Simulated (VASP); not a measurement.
**Ag: single point with PBEsol**

Ag:

```
Ag
1.0
    -1.57224    1.57224    1.69319
     1.57224   -1.57224    1.69319
     1.57224    1.57224   -1.69319
Ag
1
Direct
  0.00000 0.00000 0.00000
```

This cell differs from its parent crystal: strain -0.025 along x and y, +0.050 along z.

* Program: VASP 6.6.1
* Task: single point
* Functional: PBEsol
* Potentials or basis: VASP PAW PBE potentials, release 64 (Ag)
* Cutoff: 520 eV
* k mesh: 26 × 26 × 26
* Occupations: gaussian, width 0.15 eV
* Spin: no spin polarisation
* Dipole correction: no
* Further INCAR settings: ALGO = Fast; EDIFF = 1e-06; NBANDS = 12

```json
{
  "Pressure": "0.1 GPa"
}
```

Stress tensor (GPa, compression positive):
```
-0.33  0.00  0.00
 0.00 -0.33  0.00
 0.00  0.00  0.85
```

Levels at points of the mesh, in eV from the Fermi level:
```csv
k point,band 2,band 3,band 4,band 5,band 6,band 7,band 8,band 9,band 10,band 11
"(0.00, 0.00, 0.00)",-5.05,-5.05,-4.72,-3.79,-3.42,17.23,18.41,18.41,23.23,24.52
"(0.50, 0.00, 0.00)",-5.63,-3.88,-3.38,-2.56,-0.31,4.04,13.79,15.23,20.71,22.15
"(0.50, 0.50, 0.00)",-6.02,-3.38,-3.31,-2.48,0.14,4.77,12.64,13.52,19.46,20.34
"(0.50, 0.50, 0.50)",-6.45,-2.85,-2.74,-2.74,5.51,7.65,7.65,11.90,14.22,14.44
```

It took 68 s on 1 thread of Intel(R) Xeon(R) 6975P-C (Granite Rapids), with other jobs on the host, peak memory 0.35 GiB.

Caveat: the cell differs from its parent crystal (strain -0.025 along x and y, +0.050 along z); the PAW data sets were made with another functional, which shifts forces and pressure a little.
